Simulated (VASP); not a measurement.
Here is a VASP 6.6.1 calculation.

INCAR

```
  PREC = Accurate
  ENCUT = 520
  EDIFF = 1E-6
  ISMEAR = 0
  SIGMA = 0.1
  LREAL = False
  LASPH = True
  NELM = 60
  ALGO = Normal
  ISIF = 2
  LWAVE = False
  LCHARG = False
  GGA = PE
  NBANDS = 53
```

KPOINTS

```
Automatic mesh
0
Gamma
  4 4 4
```

File POSCAR:

```
InGaC6N6
1.0
    0.0000000000      5.1560000000      5.1560000000
    5.1560000000      0.0000000000      5.1560000000
    5.1560000000      5.1560000000      0.0000000000
In Ga C N
1 1 6 6
Direct
    0.0000000000      0.0000000000      0.0000000000
    0.5000000000      0.5000000000      0.5000000000
    0.8059542300      0.1940457700      0.1940457700
    0.1940457700      0.8059542300      0.1940457700
    0.1940457700      0.1940457700      0.8059542300
    0.1940457700      0.8059542300      0.8059542300
    0.8059542300      0.1940457700      0.8059542300
    0.8059542300      0.8059542300      0.1940457700
    0.6924941800      0.3075058200      0.3075058200
    0.3075058200      0.6924941800      0.3075058200
    0.3075058200      0.3075058200      0.6924941800
    0.3075058200      0.6924941800      0.6924941800
    0.6924941800      0.3075058200      0.6924941800
    0.6924941800      0.6924941800      0.3075058200
```

Potentials or basis: VASP PAW PBE potentials, release 64 (In_d, Ga_d, C, N).

The run is started by

```sh
$ cat potpaw_PBE.64/In_d/POTCAR potpaw_PBE.64/Ga_d/POTCAR potpaw_PBE.64/C/POTCAR potpaw_PBE.64/N/POTCAR > POTCAR
$ mpirun -np 1 vasp_std > vasp.out
```

(1) What does it give for the pressure?

(2) Predict the band gap on the k mesh.

Answers

(1) 15.0 GPa.

(2) 3.57 eV (least direct gap 3.59 eV).

Caveat: the cell stands under pressure; spin-orbit coupling is left out, which moves the levels of the heavy elements; forces of over 1 eV/Å act on the atoms, so gaps and moduli don't describe the material at rest.
